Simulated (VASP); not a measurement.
Here is a VASP 6.6.1 calculation.

INCAR

```
PREC     = Accurate       # precision mode
ENCUT    = 500            # plane-wave cutoff, eV
EDIFF    = 1E-6           # SCF threshold, eV
ISMEAR   = -1             # smearing method
SIGMA    = 0.1            # smearing width, eV
LREAL    = F              # projectors in reciprocal space
LASPH    = T              # aspherical terms in the spheres
NELM     = 120            # most SCF steps
ALGO     = Normal         # electronic algorithm
ISIF     = 2              # what is computed and relaxed
LWAVE    = F              # write WAVECAR
LCHARG   = F              # write CHGCAR
GGA      = PE             # functional
IVDW     = 12             # dispersion correction
NBANDS   = 12             # bands
GGA_COMPAT= F
```

Contents of KPOINTS:

```
Automatic mesh
0
Gamma
  9 9 9
```

Contents of POSCAR:

```
Cd
1.0
    1.5746442384      0.9091212749      2.3984368099
   -1.5746442384      0.9091212749      2.3984368099
    0.0000000000     -1.8182425498      2.3984368099
Cd
1
Direct
    0.0000000000      0.0000000000      0.0000000000
```

Potentials or basis: VASP PAW PBE potentials, release 64 (Cd).

Run with:

```sh
$ cat potpaw_PBE.64/Cd/POTCAR > POTCAR
$ mpirun -np 1 vasp_std > vasp.out
```

Problem. Predict the band gap on the k mesh.

Solution. Zero (band 6 reaches 3.92 eV, above the bottom of band 7 at 2.08 eV).

Problem. Predict the dispersion energy per atom.

Solution. -0.465 eV.

Problem. Predict the pressure.

Solution. 3.0 GPa.

Stress tensor (GPa, compression positive):
```
3.07 0.00 0.00
0.00 3.07 0.00
0.00 0.00 2.90
```

Caveat: pairwise dispersion overbinds metals, which lowers pressure and volume.
